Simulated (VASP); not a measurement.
Crystal: Pb3F.

```
CELL_PARAMETERS angstrom
4.65423 0.00000 0.00000
0.00000 4.65423 0.00000
0.00000 0.00000 4.65423
ATOMIC_POSITIONS crystal
Pb 0.00000 0.50000 0.50000
Pb 0.50000 0.00000 0.50000
Pb 0.50000 0.50000 0.00000
F 0.00000 0.00000 0.00000
```

- Program: VASP 6.6.1
- Task: relaxation of cell and atoms
- Functional: PBE
- Potentials or basis: VASP PAW PBE potentials, release 64 (Pb_d, F)
- Cutoff: 600 eV
- k mesh: 10 × 10 × 10
- Occupations: gaussian, width 0.1 eV
- Spin: no spin polarisation

At the start: pressure 2.0 GPa; volume 25.20 Å³/atom.

How do energy, volume and symmetry change on relaxing?

Over 3 steps the energy falls by 6.4 meV/atom and the volume is 26.27 Å³/atom (+4.2 %); space group Pm-3m (No. 221, to 0.1 Å) before and after.

Step by step:
| step | energy change (eV) | largest force (eV/Å) | pressure (GPa) | volume (Å³) |
| --- | --- | --- | --- | --- |
| 1 | 0.0000 | 0.0000 | 2.01 | 100.82 |
| 2 | -0.0254 | 0.0000 | -0.17 | 105.50 |
| 3 | -0.0256 | 0.0000 | 0.01 | 105.08 |

Final structure:
```xyz
4
Lattice="4.7189 0.0000 0.0000 0.0000 4.7189 0.0000 0.0000 0.0000 4.7189" Properties=species:S:1:pos:R:3 pbc="T T T"
Pb    0.0000    2.3594    2.3594
Pb    2.3594    0.0000    2.3594
Pb    2.3594    2.3594    0.0000
F     0.0000    0.0000    0.0000
```

Caveat: an odd number of electrons without spin polarisation forces a metal; a magnetic or distorted state may lie lower.
